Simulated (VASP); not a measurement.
AlGa3As4, 8 atoms in the cell. Symmetry: I-42m, No. 121, tetragonal system. Conventional cell: a = 5.740 Å, b = 5.740 Å, c = 11.482 Å, α = 90.00°, β = 90.00°, γ = 90.00°. Al (site symmetry -42m) has 4 As at 2.48 Å within 3.3 Å. Within 3.3 Å of Ga (site symmetry -42m) lie 4 As at 2.49 Å. Within 3.3 Å of Ga (site symmetry -4) lie 4 As at 2.49 Å. Within 3.3 Å of As (site symmetry m) lie 1 Al at 2.48 Å and 3 Ga at 2.49 Å. 

- Program: VASP 6.6.1
- Task: single point
- Functional: PBE
- Potentials or basis: VASP PAW PBE potentials, release 64 (Al, Ga_d, As)
- Cutoff: 520 eV
- k mesh: 8 × 8 × 8
- Occupations: gaussian, width 0.02 eV
- Spin: no spin polarisation
- Dipole correction: no
- Further INCAR settings: ALGO = Normal; EDIFF = 1e-07; NBANDS = 41

Potentials or basis: VASP PAW PBE potentials, release 64 (Al, Ga_d, As).

Command:

```sh
$ cat potpaw_PBE.64/Al/POTCAR potpaw_PBE.64/Ga_d/POTCAR potpaw_PBE.64/As/POTCAR > POTCAR
$ mpirun -np 1 vasp_std > vasp.out
```

Hardware: 1 thread of Intel(R) Xeon(R) 6975P-C (Granite Rapids) (shared host).

Q: Estimate the wall time of this run.

A: It took 7.3 min on 1 thread of Intel(R) Xeon(R) 6975P-C (Granite Rapids), with other jobs on the host, peak memory 0.66 GiB. Counts: scf iterations 16, k points 59.
